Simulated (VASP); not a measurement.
# Ge21H8 in VASP: single point with PBEsol

Aim: the single point of Ge21H8 with PBEsol.

Program: VASP 6.6.1. These are calculated values, not measurements. Logs are shortened: lines on timing, memory, paths and dates and some standing lists are left out, and cuts for length are marked.

### Step 1. The cell of the first run

The cell holds a slab with vacuum, 29 atoms: a = 8.004 Å, b = 8.004 Å, c = 18.514 Å, α = 90.00°, β = 90.00°, γ = 90.00°.

### Step 2. Single point, PBEsol

File INCAR:

```
SYSTEM = Ge21H8
ALGO = Normal ; EDIFF = 1E-6
ENCUT = 410 ; GGA = PS
GGA_COMPAT = .False. ; ISIF = 2
ISMEAR = -1 ; LASPH = .True.
LCHARG = .False. ; LREAL = .False.
LWAVE = .False. ; NBANDS = 171
NELM = 120 ; NELMDL = -8
PREC = Accurate ; SIGMA = 0.02
```

File KPOINTS:

```
k-points
0
Gamma
  2 2 1
  0 0 0
```

File POSCAR:

```
Ge21H8
1.0
    8.0044490000      0.0000000000      0.0000000000
    0.0000000000      8.0044490000      0.0000000000
    0.0000000000      0.0000000000     18.5143500000
H Ge
8 21
Direct
    0.4080120943      0.0000000000      0.0540122121
    0.0919878433      0.0000000000      0.0540122121
    0.9080121567      0.0000000000      0.0540122121
    0.5919879057      0.0000000000      0.0540122121
    0.4080120943      0.4999999375      0.0540122121
    0.0919878433      0.4999999375      0.0540122121
    0.9080121567      0.4999999375      0.0540122121
    0.5919879057      0.4999999375      0.0540122121
    0.2499999688      0.0000000000      0.1023178778
    0.7500000312      0.0000000000      0.1023178778
    0.2499999688      0.4999999375      0.1023178778
    0.7500000312      0.4999999375      0.1023178778
    0.2362774752      0.2499529949      0.1761541183
    0.7370396138      0.2509312009      0.1742640168
    0.2603679529      0.7490836658      0.1785900126
    0.7551730294      0.7495419110      0.1802344128
   -0.0177786129      0.2372484352      0.2500761841
    0.4888195302      0.2386259192      0.2493939566
    0.0121290048      0.7548450868      0.2553082339
    0.5072375375      0.7514428538      0.2606330765
   -0.0073589075      0.0023354512      0.3347190693
    0.4981577120      0.0073146821      0.3359800371
    0.0126084881      0.4935818818      0.3269252229
    0.5232282697      0.4873693367      0.3333793517
    0.2458882554      0.0600352379      0.4162544729
    0.7481606791      0.0355682196      0.4194478877
    0.2686820792      0.3499734960      0.3697064709
    0.7582531914      0.3683551485      0.4055740547
    0.8812762752      0.6376201535      0.4355378936
```

Potentials or basis: VASP PAW PBE potentials, release 64 (H, Ge_d).

Started as:

```sh
cat potpaw_PBE.64/H/POTCAR potpaw_PBE.64/Ge_d/POTCAR > POTCAR
mpirun -np 1 vasp_std > vasp.out
```

OUTCAR:

```text
SYSTEM = Ge21H8
   EDIFF = 1E-6
   ENCUT = 410
   GGA = PS
   ISIF = 2
   ISMEAR = -1
   LASPH = .True.
   LREAL = .False.
   NELM = 120
   NELMDL = -8
   PREC = Accurate

 ion  position               nearest neighbor table
   1  0.408  0.000  0.054-   9 1.55
   2  0.092  0.000  0.054-   9 1.55
   3  0.908  0.000  0.054-  10 1.55
   4  0.592  0.000  0.054-  10 1.55
   5  0.408  0.500  0.054-  11 1.55
   6  0.092  0.500  0.054-  11 1.55
   7  0.908  0.500  0.054-  12 1.55
   8  0.592  0.500  0.054-  12 1.55
   9  0.250  0.000  0.102-   1 1.55   2 1.55  13 2.43  15 2.46
  10  0.750  0.000  0.102-   3 1.55   4 1.55  14 2.41  16 2.47
  11  0.250  0.500  0.102-   5 1.55   6 1.55  13 2.43  15 2.44
  12  0.750  0.500  0.102-   7 1.55   8 1.55  14 2.40  16 2.46
  13  0.236  0.250  0.176-   9 2.43  11 2.43  18 2.44  17 2.45
  14  0.737  0.251  0.174-  12 2.40  10 2.41  17 2.42  18 2.43
  15  0.260  0.749  0.179-  19 2.44  11 2.44   9 2.46  20 2.49
  16  0.755  0.750  0.180-  12 2.46  10 2.47  20 2.48  19 2.48
  17  0.982  0.237  0.250-  14 2.42  21 2.45  13 2.45  23 2.51
  18  0.489  0.239  0.249-  14 2.43  13 2.44  22 2.45  24 2.54
  19  0.012  0.755  0.255-  15 2.44  21 2.47  23 2.48  16 2.48
  20  0.507  0.751  0.261-  22 2.48  16 2.48  15 2.49  24 2.51
  21  0.993  0.002  0.335-  17 2.45  19 2.47  26 2.52  25 2.57
  22  0.498  0.007  0.336-  18 2.45  20 2.48  26 2.54  25 2.54
  23  0.013  0.494  0.327-  19 2.48  27 2.48  17 2.51  29 2.55  28 2.70
  24  0.523  0.487  0.333-  27 2.41  28 2.50  20 2.51  18 2.54
  25  0.246  0.060  0.416-  27 2.48  22 2.54  21 2.57
  26  0.748  0.036  0.419-  21 2.52  22 2.54  28 2.68
  27  0.269  0.350  0.370-  24 2.41  23 2.48  25 2.48
  28  0.758  0.368  0.406-  29 2.43  24 2.50  26 2.68  23 2.70
  29  0.881  0.638  0.436-  28 2.43  23 2.55

  LATTYP: Found a simple tetragonal cell.
 ALAT       =     8.0044490000
 C/A-ratio  =     2.3130074287

  Lattice vectors:

 A1 = (   8.0044490000,   0.0000000000,   0.0000000000)
 A2 = (   0.0000000000,   8.0044490000,   0.0000000000)
 A3 = (   0.0000000000,   0.0000000000,  18.5143500000)

Analysis of symmetry for initial positions (statically):
=====================================================================
 Subroutine PRICEL returns:
 Original cell was already a primitive cell.

 Routine SETGRP: Setting up the symmetry group for a
 simple tetragonal supercell.

 Subroutine GETGRP returns: Found  1 space group operations
[... 152 lines left out ...]
   EDIFFG = 0.1E-04   stopping-criterion for IOM
   NSW    =      0    number of steps for IOM
   IBRION =     -1    ionic relax: 0-MD 1-quasi-New 2-CG
   NFREE  =      0    steps in history (QN), initial steepest desc. (CG)
   ISIF   =      2    stress and relaxation
   ISYM   =      2    0-nonsym 1-usesym 2-fastsym
   POTIM  = 0.5000    time-step for ionic-motion
   TEBEG  =    0.0;   TEEND  =   0.0 temperature during run
   PSTRESS=    0.0 pullay stress
   NELECT =     302.0000    total number of electrons
   NUPDOWN=      -1.0000    fix difference up-down
   EMIN   =  10.00;   EMAX   =-10.00  energy-range for DOS
   EFERMI =   0.00;   METHOD = LEGACY
   ISMEAR =    -1;   SIGMA  =   0.02  broadening in eV -4-tet -1-fermi 0-gaus
   EFERMI_NEDOS =   21; number of points for ismear=-14 and -15
   IALGO  =     38    algorithm
   IMIX   =      4    mixing-type and parameters
     AMIX     =   0.40;   BMIX     =  1.00
     AMIX_MAG =   1.60;   BMIX_MAG =  1.00
  volume/ion in A,a.u.               =      40.90       276.04
  Fermi-wavevector in a.u.,A,eV,Ry     =   1.037576  1.960735 14.647549  1.076565
  Thomas-Fermi vector in A             =   2.172020
   LORBIT       =      0    0 simple, 1 ext, 2 COOP (PROOUT), +10 PAW based schemes
   GGA     = PS    functional components
   LHFCALC =     F    Hartree Fock is set to
   AEXX    =    0.0000 exact exchange contribution
   IVDW    =     0    specifies the selected vdW correction
   LEPSILON=     F    determine dielectric tensor
   LRPA    =     F    only Hartree local field effects (RPA)
 non-spin polarized calculation
  energy-cutoff  :      410.00
  volume of cell :     1186.24
 maximum number of plane-waves:     22382
 NGX is ok and might be reduce to    54
   NGX = 27   NGY = 27   NGZ = 61

 number of electron     302.0000109 magnetization

 Free energy of the ion-electron system (eV)
  ---------------------------------------------------
  ext. energy  EPLUGINS =         0.00000000
  ---------------------------------------------------
  free energy    TOTEN  =      -121.68581966 eV

  energy without entropy =     -121.68105287  energy(sigma->0) =     -121.68343626

 E-fermi :  -0.8447     XC(G=0):  -5.0564

 val. band max:       -0.8983957362   @ k =   0.0000   0.5000   0.0000
 cond. band min:      -0.7909741141   @ k =   0.0000   0.5000   0.0000
 fundamental gap:      0.1074216221
 Fermi energy:        -0.8446554163

 k-point     1 :       0.0000    0.0000    0.0000
  band No.  band energies     occupation
      1     -25.4999      2.00000
      2     -25.4622      2.00000
      3     -25.4569      2.00000
      4     -25.4255      2.00000
      5     -25.4209      2.00000
      6     -25.3853      2.00000
[... 653 lines left out ...]
    162       2.4460      0.00000
    163       2.5163      0.00000
 [bands above 163 left out]

------------------------ aborting loop because EDIFF is reached ----------------------------------------

  FORCE on cell =-STRESS in cart. coord.  units (eV):
  Direction    XX          YY          ZZ          XY          YZ          ZX
  --------------------------------------------------------------------------------------
  -------------------------------------------------------------------------------------
  Total        6.9969299     -6.8549924     -1.5384204      1.5509562      0.0538114     -0.0432526
  in kB        9.4503252     -9.2586189     -2.0778503      2.0947817      0.0726798     -0.0584187
  external PRESSURE =      -0.6287147 kB  Pullay stress =       0.0000000 kB

 VOLUME and BASIS-vectors are now :
 -----------------------------------------------------------------------------
  energy-cutoff  :      410.00
  volume of cell :     1186.24
      direct lattice vectors                 reciprocal lattice vectors
     8.004449000  0.000000000  0.000000000     0.124930523  0.000000000  0.000000000
     0.000000000  8.004449000  0.000000000     0.000000000  0.124930523  0.000000000
     0.000000000  0.000000000 18.514350000     0.000000000  0.000000000  0.054012158

 POSITION                                       TOTAL-FORCE (eV/Angst)
 -----------------------------------------------------------------------------------
      3.26591      0.00000      1.00000        -0.251978      0.061554     -0.011101
      0.73631      0.00000      1.00000         0.240908     -0.161559     -0.001354
      7.26814      0.00000      1.00000        -0.249383     -0.011108     -0.008967
      4.73854      0.00000      1.00000         0.263466     -0.130170     -0.053435
      3.26591      4.00222      1.00000        -0.259956     -0.049328     -0.004572
      0.73631      4.00222      1.00000         0.267142      0.110530     -0.006782
[... 21 lines left out ...]
      6.06940      2.94848      7.50894        -0.008674      0.000033     -0.010588
      7.05413      5.10380      8.06370         0.005513      0.017338      0.007304
 -----------------------------------------------------------------------------------
    total drift:                                0.000572      0.007634      0.004076

  FREE ENERGIE OF THE ION-ELECTRON SYSTEM (eV)
  ---------------------------------------------------
  free  energy   TOTEN  =      -121.6858196553 eV

  energy  without entropy=     -121.6810528696  energy(sigma->0) =     -121.68343626
```

OSZICAR:

```text
N       E                     dE             d eps       ncg     rms          rms(c)
DAV:   1     0.377260647614E+04    0.37726E+04   -0.13111E+05  1608   0.300E+03
DAV:   2     0.676294341218E+03   -0.30963E+04   -0.30282E+04  1656   0.781E+02
DAV:   3    -0.458291682887E+02   -0.72212E+03   -0.69938E+03  1764   0.246E+02
[... 20 lines left out ...]
DAV:  24    -0.121685800131E+03   -0.52305E-04   -0.42677E-06  1016   0.132E-02    0.948E-04
DAV:  25    -0.121685812941E+03   -0.12811E-04   -0.10684E-06   904   0.925E-03    0.518E-04
DAV:  26    -0.121685817177E+03   -0.42354E-05   -0.47661E-07   904   0.666E-03    0.278E-04
DAV:  27    -0.121685818998E+03   -0.18218E-05   -0.27920E-07   896   0.399E-03    0.179E-04
DAV:  28    -0.121685819655E+03   -0.65698E-06   -0.12572E-07   864   0.345E-03
   1 F= -.12168582E+03 E0= -.12168344E+03  d E =-.476679E-02
```

stdout:

```text
POSCAR found type information on POSCAR H Ge
 POSCAR found :  2 types and      29 ions
 scaLAPACK will be used
 -----------------------------------------------------------------------------
|                                                                             |
|                                                                             |
|     You have a (more or less) 'large supercell' and for larger cells it     |
|     might be more efficient to use real-space projection operators.         |
|     Therefore, try LREAL= Auto in the INCAR file.                           |
|     Mind: For very accurate calculation, you might also keep the            |
|     reciprocal projection scheme (i.e. LREAL=.FALSE.).                      |
|                                                                             |
 -----------------------------------------------------------------------------

 -----------------------------------------------------------------------------
|                                                                             |
|                                                                             |
|     You enforced a specific xc type in the INCAR file but a different       |
|     I HOPE YOU KNOW WHAT YOU ARE DOING!                                     |
|                                                                             |
 -----------------------------------------------------------------------------

 LDA part: xc-table for (Slater+PW92), standard interpolation
 POSCAR, INCAR and KPOINTS ok, starting setup
 FFT: planning ... GRIDC
 FFT: planning ... GRID_SOFT
 FFT: planning ... GRID
 WAVECAR not read
 entering main loop
```

It took 40 min on 1 thread of Intel Xeon 8259CL, shared host; peak memory 0.94 GiB.

Results:

| Property | Result |
| --- | --- |
| Free energy | -121.6858 eV |
| Largest force | 0.299 eV/Å |
| Band gap on the k mesh | 0.11 eV |

Forces on the atoms (eV/Å):
```
H   -0.252  0.062 -0.011
H    0.241 -0.162 -0.001
H   -0.249 -0.011 -0.009
H    0.263 -0.130 -0.053
H   -0.260 -0.049 -0.005
H    0.267  0.111 -0.007
H   -0.256  0.009  0.012
H    0.270  0.118 -0.030
Ge   0.076 -0.062  0.069
Ge  -0.098 -0.173  0.058
Ge   0.029  0.063  0.014
Ge  -0.032  0.235 -0.027
Ge   0.002 -0.003  0.004
Ge   0.002 -0.004  0.000
Ge  -0.001 -0.006  0.001
Ge   0.001 -0.004 -0.002
Ge  -0.003  0.010 -0.002
Ge   0.015  0.004  0.001
Ge  -0.010  0.001  0.005
Ge   0.008  0.006  0.006
Ge   0.004 -0.007 -0.009
Ge  -0.003 -0.003 -0.009
Ge   0.002 -0.018 -0.005
Ge  -0.011 -0.017 -0.002
Ge   0.001  0.015  0.007
Ge  -0.002 -0.001 -0.005
Ge  -0.001 -0.001  0.002
Ge  -0.009  0.000 -0.011
Ge   0.006  0.017  0.007
```

Levels at points of the mesh, in eV from the valence-band top:
| k point | band 149 | band 150 | band 151 | band 152 | band 153 | band 154 |
| --- | --- | --- | --- | --- | --- | --- |
| (0.00, 0.00, 0.00) | -0.53 | -0.35 | -0.12 | 0.28 | 0.68 | 0.95 |
| (0.50, 0.00, 0.00) | -0.55 | -0.46 | -0.30 | 0.69 | 1.01 | 1.38 |
| (0.00, 0.50, 0.00) | -0.54 | -0.29 | 0.00 | 0.11 | 0.85 | 1.13 |
| (0.50, 0.50, 0.00) | -0.58 | -0.39 | -0.36 | 0.49 | 1.21 | 1.56 |

Caveat: there is no dipole correction, which matters where the two faces differ; the PAW data sets were made with another functional, which shifts forces and pressure a little.
